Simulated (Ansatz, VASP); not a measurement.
One calculation of Te3Pt2Se, two programs

```
CELL_PARAMETERS angstrom
3.29763 1.90389 5.28504
-3.29763 1.90389 5.28504
0.00000 -3.80778 5.28504
ATOMIC_POSITIONS crystal
Te 0.50000 0.50000 0.00000
Te 0.00000 0.50000 0.50000
Te 0.50000 0.00000 0.50000
Pt 0.75770 0.75770 0.75770
Pt 0.24230 0.24230 0.24230
Se 0.50000 0.50000 0.50000
```

Alike in both runs: task relaxation of cell and atoms; functional PBE; k mesh 3 × 3 × 3; occupations gaussian, width 0.1 eV; no spin polarisation.

|  | VASP | Ansatz |
| --- | --- | --- |
| version | VASP 6.6.1 | Ansatz 0.2.0 |
| potentials or method | VASP PAW PBE potentials, release 64 (Te, Pt, Se), cutoff 600 eV | scalar-relativistic, plane waves, PAW |
| valence electrons in the cell | 44 | 100 |

```csv
,VASP,Ansatz,Ansatz less VASP
"gap on the k mesh at the Fermi level, each at its own relaxed structure (eV)",none,none,-
relaxed volume (Å³/atom),32.77,31.91,-0.857
relaxed cell length with the largest relative difference (Å),5.871,5.819,-0.0514
```

A gap of «none» marks a metal or a gap that the smearing closes. VASP's potentials hold 44 valence electrons a cell and Ansatz's 100, so a difference there can come from the potentials and not from the codes.

The k mesh is coarse, so the values compare programs but aren't converged. Neither program's run includes spin-orbit coupling.
